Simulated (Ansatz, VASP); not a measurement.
## Si3Mo: VASP beside Ansatz

```
CELL_PARAMETERS angstrom
-1.88569 1.88569 3.89137
1.88569 -1.88569 3.89137
1.88569 1.88569 -3.89137
ATOMIC_POSITIONS crystal
Si 0.50000 0.50000 0.00000
Si 0.25000 0.75000 0.50000
Si 0.75000 0.25000 0.50000
Mo 0.00000 0.00000 0.00000
```

Alike in both runs: task relaxation of cell and atoms; functional PBE; k mesh 18 × 18 × 18; occupations gaussian, width 0.1 eV; no spin polarisation.

```csv
,VASP,Ansatz
version,VASP 6.6.1,Ansatz 0.2.0
potentials or method,"VASP PAW PBE potentials, release 64 (Si, Mo_sv), cutoff 600 eV","scalar-relativistic, plane waves, PAW"
valence electrons in the cell,26,26
```

|  | VASP | Ansatz | Ansatz less VASP |
| --- | --- | --- | --- |
| gap on the k mesh at the Fermi level, each at its own relaxed structure (eV) | none | none | - |
| relaxed volume (Å³/atom) | 13.81 | 13.81 | 0.000 |
| relaxed length of the cell vector where the two differ most in proportion (Å) | 4.723 | 4.722 | -0.0007 |

A gap of «none» marks a metal or a gap that the smearing closes.
